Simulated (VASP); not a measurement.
# BN (P6_3mc) in VASP: a series of runs

BN is run at these levels: PBEsol; tasks: single point.

Program: VASP 6.6.1. These are calculated values, not measurements. Logs are shortened: lines on timing, memory, paths and dates and some standing lists are left out, and cuts for length are marked.

## Step 1: The cell of the first run

It takes space group P6_3mc (No. 186, hexagonal). Conventional cell: a = 2.536 Å, b = 2.536 Å, c = 4.199 Å, α = 90.00°, β = 90.00°, γ = 120.00°. B (site symmetry 3m) has 4 N at 1.56 to 1.57 Å within 2.1 Å. N (site symmetry 3m) has 4 B at 1.56 to 1.57 Å within 2.1 Å.

## Step 2: Single point, PBEsol

INCAR reads:

```
SYSTEM = BN
PREC = Accurate
ENCUT = 520
EDIFF = 1E-7
ISMEAR = 0
SIGMA = 0.01
LREAL = .FALSE.
LASPH = .TRUE.
NELM = 80
ALGO = Normal
ISIF = 2
LWAVE = .FALSE.
LCHARG = .TRUE.
GGA = PS
LELF = .TRUE.
LVHAR = .TRUE.
NBANDS = 16
```

KPOINTS reads:

```
Automatic mesh
0
G
  12 12 4
  0 0 0
```

POSCAR reads:

```
BN
1.0
    2.5360000000      0.0000000000      0.0000000000
   -1.2680000000      2.1962404200      0.0000000000
    0.0000000000      0.0000000000      4.1990000000
B N
2 2
Direct
    0.6666666700      0.3333333300      0.0000000000
    0.3333333300      0.6666666700      0.5000000000
    0.6666666700      0.3333333300      0.3750000000
    0.3333333300      0.6666666700      0.8750000000
```

Potentials or basis: VASP PAW PBE potentials, release 64 (B, N).

The run is started by

```bash
> cat potpaw_PBE.64/B/POTCAR potpaw_PBE.64/N/POTCAR > POTCAR
> mpirun -np 1 vasp_std > vasp.out
```

OUTCAR:

```text
SYSTEM = BN
   PREC = Accurate
   ENCUT = 520
   EDIFF = 1E-7
   ISMEAR = 0
   LREAL = .FALSE.
   LASPH = .TRUE.
   NELM = 80
   ISIF = 2
   GGA = PS

 ion  position               nearest neighbor table
   1  0.667  0.333  0.000-   4 1.56   4 1.56   4 1.56   3 1.57
   2  0.333  0.667  0.500-   3 1.56   3 1.56   3 1.56   4 1.57
   3  0.667  0.333  0.375-   2 1.56   2 1.56   2 1.56   1 1.57
   4  0.333  0.667  0.875-   1 1.56   1 1.56   1 1.56   2 1.57

  LATTYP: Found a hexagonal cell.
 ALAT       =     2.5360000000
 C/A-ratio  =     1.6557570978

  Lattice vectors:

 A1 = (   2.5360000000,   0.0000000000,   0.0000000000)
 A2 = (  -1.2680000000,   2.1962404200,   0.0000000000)
 A3 = (   0.0000000000,   0.0000000000,   4.1990000000)

Analysis of symmetry for initial positions (statically):
=====================================================================
 Subroutine PRICEL returns:
 Original cell was already a primitive cell.

 Routine SETGRP: Setting up the symmetry group for a
 hexagonal supercell.

 Subroutine GETGRP returns: Found 12 space group operations
 (whereof  6 operations were pure point group operations)
 out of a pool of 24 trial point group operations.

The static configuration has the point symmetry C_3v.
 The point group associated with its full space group is C_6v.

Analysis of symmetry for dynamics (positions and initial velocities):
=====================================================================
 Subroutine PRICEL returns:
 Original cell was already a primitive cell.

 Routine SETGRP: Setting up the symmetry group for a
 hexagonal supercell.

 Subroutine GETGRP returns: Found 12 space group operations
 (whereof  6 operations were pure point group operations)
 out of a pool of 24 trial point group operations.

The dynamic configuration has the point symmetry C_3v.
 The point group associated with its full space group is C_6v.

 Subroutine INISYM returns: Found 12 space group operations
 (whereof  6 operations are pure point group operations),
 and found     1 'primitive' translations

----------------------------------------------------------------------------------------

                                     Primitive cell

  volume of cell :      23.3870

  direct lattice vectors                    reciprocal lattice vectors
     2.536000000  0.000000000  0.000000000     0.394321767  0.227661778  0.000000000
    -1.268000000  2.196240420  0.000000000     0.000000000  0.455323557  0.000000000
     0.000000000  0.000000000  4.199000000     0.000000000  0.000000000  0.238151941

  length of vectors
     2.536000000  2.535999997  4.199000000     0.455323556  0.455323557  0.238151941

  position of ions in fractional coordinates (direct lattice)
     0.666666670  0.333333330  0.000000000
     0.333333330  0.666666670  0.500000000
     0.666666670  0.333333330  0.375000000
     0.333333330  0.666666670  0.875000000

  ion indices of the primitive-cell ions
   primitive index   ion index
                 1           1
                 2           2
                 3           3
                 4           4

----------------------------------------------------------------------------------------

 KPOINTS: Automatic mesh

Automatic generation of k-mesh.
 Grid dimensions read from file:
 generate k-points for:   12   12    4

 Generating k-lattice:

  Cartesian coordinates                     Fractional coordinates (reciprocal lattice)
     0.032860147  0.018971815  0.000000000     0.083333333  0.000000000  0.000000000
     0.000000000  0.037943630  0.000000000     0.000000000  0.083333333  0.000000000
     0.000000000  0.000000000  0.059537985     0.000000000  0.000000000  0.250000000

  Length of vectors
     0.037943630  0.037943630  0.059537985

  Shift w.r.t. Gamma in fractional coordinates (k-lattice)
     0.000000000  0.000000000  0.000000000

 Subroutine IBZKPT returns following result:
 ===========================================

 Found     57 irreducible k-points:

 Following reciprocal coordinates:
            Coordinates               Weight
  0.000000  0.000000  0.000000      1.000000
  0.083333 -0.000000  0.000000      6.000000
  0.166667  0.000000  0.000000      6.000000
  0.250000 -0.000000  0.000000      6.000000
  0.333333  0.000000  0.000000      6.000000
  0.416667 -0.000000  0.000000      6.000000
[... 16 lines left out ...]
  0.250000 -0.000000  0.250000     12.000000
  0.333333  0.000000  0.250000     12.000000
 [... further k-points ...]
   k-points           NKPTS =     57   k-points in BZ     NKDIM =     57   number of bands    NBANDS=     16
   number of dos      NEDOS =    301   number of ions     NIONS =      4
   total plane-waves  NPLWV =  12800
   dimension x,y,z NGX =    20 NGY =   20 NGZ =   32
   dimension x,y,z NGXF=    40 NGYF=   40 NGZF=   64
   ions per type =               2   2
   NGX,Y,Z   is equivalent  to a cutoff of  13.11, 13.11, 12.67 a.u.
   NGXF,Y,Z  is equivalent  to a cutoff of  26.22, 26.22, 25.34 a.u.
 SYSTEM =  BN
   PREC   = accura    normal or accurate (medium, high low for compatibility)
   ISTART =      0    job   : 0-new  1-cont  2-samecut
   ICHARG =      2    charge: 1-file 2-atom 10-const
   ISPIN  =      1    spin polarized calculation?
   LNONCOLLINEAR =      F non collinear calculations
   LSORBIT =      F    spin-orbit coupling
   LASPH  =      T    aspherical Exc in radial PAW
   ENCUT  =  520.0 eV  38.22 Ry    6.18 a.u.   4.72  4.72  7.81*2*pi/ulx,y,z
   NELM   =     80;   NELMIN=  2; NELMDL= -5     # of ELM steps
   EDIFF  = 0.1E-06   stopping-criterion for ELM
   LREAL  =      F    real-space projection
   EDIFFG = 0.1E-05   stopping-criterion for IOM
   NSW    =      0    number of steps for IOM
   IBRION =     -1    ionic relax: 0-MD 1-quasi-New 2-CG
   NFREE  =      0    steps in history (QN), initial steepest desc. (CG)
   ISIF   =      2    stress and relaxation
   ISYM   =      2    0-nonsym 1-usesym 2-fastsym
   POTIM  = 0.5000    time-step for ionic-motion
   TEBEG  =    0.0;   TEEND  =   0.0 temperature during run
   PSTRESS=    0.0 pullay stress
   NELECT =      16.0000    total number of electrons
   NUPDOWN=      -1.0000    fix difference up-down
   EMIN   =  10.00;   EMAX   =-10.00  energy-range for DOS
   EFERMI =   0.00;   METHOD = LEGACY
   ISMEAR =     0;   SIGMA  =   0.01  broadening in eV -4-tet -1-fermi 0-gaus
   EFERMI_NEDOS =   21; number of points for ismear=-14 and -15
   IALGO  =     38    algorithm
   IMIX   =      4    mixing-type and parameters
     AMIX     =   0.40;   BMIX     =  1.00
     AMIX_MAG =   1.60;   BMIX_MAG =  1.00
  volume/ion in A,a.u.               =       5.85        39.46
  Fermi-wavevector in a.u.,A,eV,Ry     =   1.442524  2.725976 28.312044  2.080877
  Thomas-Fermi vector in A             =   2.561035
   LORBIT       =      0    0 simple, 1 ext, 2 COOP (PROOUT), +10 PAW based schemes
   GGA     = PS    functional components
   LHFCALC =     F    Hartree Fock is set to
   AEXX    =    0.0000 exact exchange contribution
   IVDW    =     0    specifies the selected vdW correction
   LEPSILON=     F    determine dielectric tensor
   LRPA    =     F    only Hartree local field effects (RPA)
 non-spin polarized calculation
 Gauss-broadening in eV      SIGMA  =   0.01
  energy-cutoff  :      520.00
  volume of cell :       23.39
 maximum number of plane-waves:       652
 NGX is ok and might be reduce to    20
   NGX =  9   NGY =  9   NGZ = 15

 number of electron      15.9999999 magnetization

 Free energy of the ion-electron system (eV)
  ---------------------------------------------------
  ext. energy  EPLUGINS =         0.00000000
  ---------------------------------------------------
  free energy    TOTEN  =       -36.62427621 eV

  energy without entropy =      -36.62427621  energy(sigma->0) =      -36.62427621

 E-fermi :   7.7745     XC(G=0): -13.0567

 val. band max:        7.6411818368   @ k =   0.0000   0.0000   0.0000
 cond. band min:      12.6111867602   @ k =   0.3333   0.3333   0.0000
 fundamental gap:      4.9700049233
 Fermi energy:         7.7745157074

 k-point     1 :       0.0000    0.0000    0.0000
  band No.  band energies     occupation
      1     -12.9006      2.00000
      2      -8.6563      2.00000
      3      -3.4585      2.00000
      4       5.4957      2.00000
      5       5.4957      2.00000
      6       7.3883      2.00000
[... 8 lines left out ...]
     15      19.5756      0.00000
     16      23.8352      0.00000

 k-point     2 :       0.0833   -0.0000    0.0000
  band No.  band energies     occupation
      1     -12.7472      2.00000
      2      -8.5378      2.00000
      3      -3.3065      2.00000
      4       4.7933      2.00000
      5       5.2056      2.00000
      6       7.0627      2.00000
[... 8 lines left out ...]
     15      20.0248      0.00000
     16      23.5965      0.00000

 k-point     3 :       0.1667    0.0000    0.0000
  band No.  band energies     occupation
      1     -12.2917      2.00000
      2      -8.1985      2.00000
      3      -2.8560      2.00000
      4       3.1040      2.00000
      5       4.5268      2.00000
      6       5.6348      2.00000
[... 8 lines left out ...]
     15      21.1924      0.00000
     16      22.8964      0.00000

 k-point     4 :       0.2500   -0.0000    0.0000
  band No.  band energies     occupation
      1     -11.5506      2.00000
      2      -7.7005      2.00000
      3      -2.1282      2.00000
      4       1.1016      2.00000
      5       3.7691      2.00000
      6       3.8476      2.00000
[... 8 lines left out ...]
     15      22.7011      0.00000
     16      23.0963      0.00000
[... 324 lines left out ...]
 k-point    22 :       0.1667    0.0000    0.2500
  band No.  band energies     occupation
      1     -11.9213      2.00000
      2      -9.2684      2.00000
      3      -1.1896      2.00000
      4       3.4266      2.00000
      5       4.6761      2.00000
      6       4.8221      2.00000
[... 8 lines left out ...]
     15      20.7128      0.00000
     16      22.7999      0.00000

 k-point    23 :       0.2500   -0.0000    0.2500
  band No.  band energies     occupation
      1     -11.1915      2.00000
      2      -8.6665      2.00000
      3      -0.7795      2.00000
      4       1.6029      2.00000
      5       2.9795      2.00000
      6       4.0813      2.00000
[... 8 lines left out ...]
     15      21.9695      0.00000
     16      23.1657      0.00000

 k-point    24 :       0.3333    0.0000    0.2500
  band No.  band energies     occupation
      1     -10.2276      2.00000
      2      -7.9724      2.00000
      3      -1.2120      2.00000
      4       0.7233      2.00000
      5       1.3380      2.00000
      6       3.4557      2.00000
[... 8 lines left out ...]
     15      23.3157      0.00000
     16      24.1144      0.00000

 [... further k-points ...]
[... 5 lines left out ...]
  --------------------------------------------------------------------------------------
  -------------------------------------------------------------------------------------
  Total        0.4308384      0.4308384      0.2718711      0.0000000      0.0000000      0.0000000
  in kB       29.5154881     29.5154880     18.6250987      0.0000000      0.0000000      0.0000000
  external PRESSURE =      25.8853582 kB  Pullay stress =       0.0000000 kB

 VOLUME and BASIS-vectors are now :
 -----------------------------------------------------------------------------
  energy-cutoff  :      520.00
  volume of cell :       23.39
      direct lattice vectors                 reciprocal lattice vectors
     2.536000000  0.000000000  0.000000000     0.394321767  0.227661778  0.000000000
    -1.268000000  2.196240420  0.000000000     0.000000000  0.455323557  0.000000000
     0.000000000  0.000000000  4.199000000     0.000000000  0.000000000  0.238151941

 POSITION                                       TOTAL-FORCE (eV/Angst)
 -----------------------------------------------------------------------------------
      1.26800      0.73208      0.00000         0.000000      0.000000      0.061901
     -0.00000      1.46416      2.09950         0.000000     -0.000000      0.061901
      1.26800      0.73208      1.57462         0.000000      0.000000     -0.061901
     -0.00000      1.46416      3.67413        -0.000000      0.000000     -0.061901
 -----------------------------------------------------------------------------------
    total drift:                                0.000001     -0.000000     -0.000177

  FREE ENERGIE OF THE ION-ELECTRON SYSTEM (eV)
  ---------------------------------------------------
  free  energy   TOTEN  =       -36.6242762052 eV

  energy  without entropy=      -36.6242762052  energy(sigma->0) =      -36.62427621
```

Wall time 30 s (1 thread of AMD EPYC 7R13, shared host); peak memory 0.11 GiB.

What came out:

```
Free energy            : -36.6243 eV
Pressure               : 2.6 GPa
Largest force          : 0.062 eV/Å
Band gap on the k mesh : 4.97 eV, indirect (least direct gap 8.27 eV)
```

Forces in eV/Å, atoms in the order of the input:
```
B    0.000  0.000  0.062
B    0.000  0.000  0.062
N    0.000  0.000 -0.062
N    0.000  0.000 -0.062
```

Caveat: the PAW data sets were made with another functional, which shifts forces and pressure a little.

[end of part 1 of 2]
